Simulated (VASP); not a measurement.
A run of VASP 6.6.1:

File INCAR:

```
  PREC = Accurate
  ENCUT = 520
  EDIFF = 1E-6
  ISMEAR = -1
  SIGMA = 0.1
  LREAL = F
  LASPH = T
  NELM = 80
  ALGO = Normal
  ISIF = 2
  LWAVE = F
  LCHARG = T
  GGA = PS
  IVDW = 13
  LELF = T
  LVHAR = T
  NBANDS = 11
```

The input KPOINTS:

```
Automatic mesh
0
Gamma
  14 14 9
```

Contents of POSCAR:

```
C
1.0
    2.1273200000     -1.2282820000      0.0000000000
    2.1273200000      1.2282820000      0.0000000000
   -1.3790700000      0.0000000000      3.5028300000
C
2
Direct
    0.8333560000      0.8333560000      0.0000930000
    0.1666440000      0.1666440000      0.9999070000
```

Potentials or basis: VASP PAW PBE potentials, release 64 (C).

Launch:

```console
$ cat potpaw_PBE.64/C/POTCAR > POTCAR
$ mpirun -np 1 vasp_std > vasp.out
```

Hardware: 1 thread of Intel(R) Xeon(R) 6975P-C (Granite Rapids), with other jobs on the host.

Problem. How long does it take, and how much memory?

Solution. Wall time 47 s on 1 thread of Intel(R) Xeon(R) 6975P-C (Granite Rapids) (shared host), peak memory 0.18 GiB. Counts: scf iterations 11, k points 477.
